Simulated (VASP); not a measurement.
Runs of VASP 6.6.1 on Zr4B. The structure is that of space group Pm-3m (No. 221), or close to it. The cells are those of the table. 

```csv
task,spin,cell,k mesh,cutoff (eV),gap on the mesh (eV),pressure (GPa),relaxed volume (Å³/atom)
relaxation of cell and atoms,off,"relaxed from a = 4.195 Å, 5 atoms",4 × 4 × 4,600,none,0.0,(a)
single point,off,"a = 4.195 Å, 5 atoms",4 × 4 × 4,520,none,66.4,-
single point,off,"a = 4.704 Å, 5 atoms",8 × 8 × 8,520,none,0.0,-
single point,off,"a = 4.694 Å, 5 atoms",4 × 4 × 4,520,none,0.4,-
single point,"collinear, ferromagnetic start","a = 4.694 Å, 5 atoms",4 × 4 × 4,520,none,0.4,-
relaxation of cell and atoms,off,"relaxed from a = 4.694 Å, 5 atoms",8 × 8 × 8,600,none,0.0,20.82
```

Alike in all rows: level PBE; potentials or basis VASP PAW PBE potentials, release 64 (Zr_sv, B); smearing gaussian 0.1 eV.

Task: Fill in the values left out.

Result: (a) 20.76.

Caveats: some runs use coarse meshes; the volume moved by over 15 % at a fixed basis, so the end points are rough (some runs).

A k mesh can miss the band edges, and the runs leave out spin-orbit coupling on Zr.

A gap of «none» marks levels without a gap at the run's occupations.
